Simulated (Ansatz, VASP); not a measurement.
# Ni: VASP beside Ansatz

```
Ni
1.0
     0.00000    1.86740    1.86740
     1.76795    0.09945    1.76795
     1.76795    1.76795    0.09945
Ni
1
Direct
  0.00000 0.00000 0.00000
```

Change from the starting cell: strain +0.1125 x Voigt [0, 0, 0, 1, 0, 0], atoms carried along.

Alike in both runs: task single point; functional PBE; k mesh 22 × 22 × 22; occupations gaussian, width 0.15 eV; collinear spin.

|  | VASP | Ansatz |
| --- | --- | --- |
| version | VASP 6.6.1 | Ansatz 0.2.0 |
| potentials or method | VASP PAW PBE potentials, release 64 (Ni), cutoff 520 eV | scalar-relativistic, plane waves, PAW |
| valence electrons in the cell | 10 | 18 |

|  | VASP | Ansatz | Ansatz less VASP |
| --- | --- | --- | --- |
| gap on the k mesh at the Fermi level (eV) | none | none | - |
| pressure (GPa) | 0.0 | 0.0 | +0.03 |
| traceless stress, the component that is largest in VASP (GPa) | -13.99 | -14.31 | -0.320 |
| net moment per atom (μB) | 0.62 | 0.64 | +0.013 |
| size of the moment on the site where the two differ most (μB) | 0.64 | 0.68 | +0.044 |

Site moments also hang on the region over which each program counts them. A gap of «none» marks a metal or a gap that the smearing closes. VASP's potentials hold 10 valence electrons a cell and Ansatz's 18, so a difference there can come from the potentials and not from the codes.
